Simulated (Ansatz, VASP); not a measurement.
# Two plane-wave programs on Si3N4

```
Si N
1.0
     4.13078    0.00000    0.00000
     0.00000    4.13078    0.00000
     0.00000    0.00000    4.13078
Si N
3 4
Direct
  0.00000 0.00000 0.50000
  0.50000 0.00000 0.00000
  0.00000 0.50000 0.00000
  0.23952 0.23952 0.76048
  0.76048 0.76048 0.76048
  0.23952 0.76048 0.23952
  0.76048 0.23952 0.23952
```

Alike in both runs: functional PBE; k mesh 4 × 4 × 4; occupations gaussian, width 0.1 eV; no spin polarisation.

Ansatz relaxed the structure, and its values are those at the end. VASP's run is a single point on that final structure, the one shown.

```csv
,VASP,Ansatz
version,VASP 6.6.1,Ansatz 0.2.0
potentials or method,"VASP PAW PBE potentials, release 64 (Si, N), cutoff 520 eV","scalar-relativistic, plane waves, PAW"
valence electrons in the cell,32,32
```

Ansatz gave:

| Property | Result |
| --- | --- |
| gap on the k mesh at the Fermi level (eV) | 2.73 |
| least direct gap on the mesh (eV) | 2.93 |
| pressure (GPa) | 0.0 |
| rms of the force components (eV/Å) | 0.000 |

**Question.** Which values does VASP return?

**Answer.** gap on the k mesh at the Fermi level (eV): 2.72; least direct gap on the mesh (eV): 2.92; pressure (GPa): -0.2; rms of the force components (eV/Å): 0.007.
